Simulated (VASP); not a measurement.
**YN: single point with PBE**

Crystal: YN.

```
CELL_PARAMETERS angstrom
0.00000 2.45301 2.45301
2.45301 0.00000 2.45301
2.45301 2.45301 0.00000
ATOMIC_POSITIONS crystal
Y 0.00000 0.00000 0.00000
N 0.50000 0.50000 0.50000
```

* Program: VASP 6.6.1
* Task: single point
* Functional: PBE
* Potentials or basis: VASP PAW PBE potentials, release 64 (Y_sv, N)
* Cutoff: 600 eV
* k mesh: 10 × 10 × 10
* Occupations: gaussian, width 0.01 eV
* Spin: no spin polarisation
* Dipole correction: no
* Further INCAR settings: ALGO = Normal; EDIFF = 1e-06; NBANDS = 15

- Pressure: -0.2 GPa
- Band gap on the k mesh: 0.21 eV (least direct gap 0.60 eV)

Levels at points of the mesh, in eV from the valence-band top:
```
           k point  band 5  band 6  band 7  band 8  band 9  band 10  band 11  band 12
(0.00, 0.00, 0.00)  -12.89    0.00    0.00    0.00    3.12     3.12     3.12     4.06
(0.50, 0.00, 0.00)  -11.17   -4.05   -2.22   -2.22    5.64     6.31     6.31     6.67
(0.50, 0.50, 0.00)  -12.45   -1.52   -0.40   -0.40    0.21     6.78     7.11     7.82
```

Wall time 14 s on 1 thread of AMD EPYC 9R45 96-Core Processor (Zen 5), with other jobs on the host, peak memory 0.16 GiB.

A k mesh can miss the band edges.
